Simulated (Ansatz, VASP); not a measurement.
## One calculation of K, two programs

File POSCAR:

```
K
1.0
   -2.6975585167      2.6975585167      2.6975585167
    2.6975585167     -2.6975585167      2.6975585167
    2.6975585167      2.6975585167     -2.6975585167
K
1
Direct
    0.0000000000      0.0000000000      0.0000000000
```

INCAR.step1

```
PREC = Accurate
ENCUT = 520
EDIFF = 1E-5
ISMEAR = -1
SIGMA = 0.05
LREAL = F
LASPH = T
NELM = 100
ALGO = Normal
ISIF = 2
LWAVE = T
LCHARG = F
GGA = PE
NBANDS = 10
```

Contents of INCAR.step2:

```
PREC = Accurate
ENCUT = 520
EDIFF = 1E-7
ISMEAR = -1
SIGMA = 0.05
LREAL = F
LASPH = T
NELM = 100
ALGO = Normal
ISIF = 2
LWAVE = F
LCHARG = F
GGA = PE
LHFCALC = T
HFSCREEN = 0.2079
PRECFOCK = Normal
IVDW = 12
VDW_S6 = 1.0
VDW_S8 = 2.31
VDW_A1 = 0.383
VDW_A2 = 5.685
ISTART = 1
NBANDS = 10
```

KPOINTS

```
Automatic mesh
0
Gamma
  5 5 5
```

input.yaml

```yaml
crystal:
  lattice:
    - [-2.6975585167, 2.6975585167, 2.6975585167]
    - [2.6975585167, -2.6975585167, 2.6975585167]
    - [2.6975585167, 2.6975585167, -2.6975585167]
  atoms:
    - { symbol: K, position: [0.0, 0.0, 0.0] }
hamiltonian:
  xc: hse06
  pseudopotentials: { kind: paw, source: ansatz }
  dispersion: d3bj
kpoints:
  mp_grid: { grid: [5, 5, 5] }
  band_path:
    path:
      - [[0.0, 0.0, 0.0], [0.5, -0.5, 0.5], [0.0, 0.0, 0.5], [0.0, 0.0, 0.0], [0.25, 0.25, 0.25], [0.5, -0.5, 0.5]]
      - [[0.25, 0.25, 0.25], [0.0, 0.0, 0.5]]
    npoints: 4
scf:
  occupations: { method: fermi_dirac, width: 0.05 }
  n_extra_bands: 6
output:
  forces: true
  stress: true
  eigenvalues: true
  fatbands: false
  write_density: true
  write_potential: true
  elf: true
  volumetric_format: npy
accuracy: high
```

Alike in both runs: functional HSE06; dispersion D3(BJ); k mesh 5 × 5 × 5; occupations fermi-dirac, width 0.05 eV; no spin polarisation.

```csv
,VASP,Ansatz
version,VASP 6.6.1,Ansatz 0.2.0
potentials or method,"VASP PAW PBE potentials, release 64 (K_sv)",Ansatz PAW earlier set
plane-wave cutoff (eV),520,390
valence electrons in the cell,9,9
task,single point,band structure
```

|  | VASP | Ansatz | Ansatz less VASP |
| --- | --- | --- | --- |
| gap on the k mesh at the Fermi level (eV) | none | none | - |
| pressure (GPa) | -0.5 | -0.5 | +0.01 |

A gap of «none» marks a metal or a gap that the smearing closes.
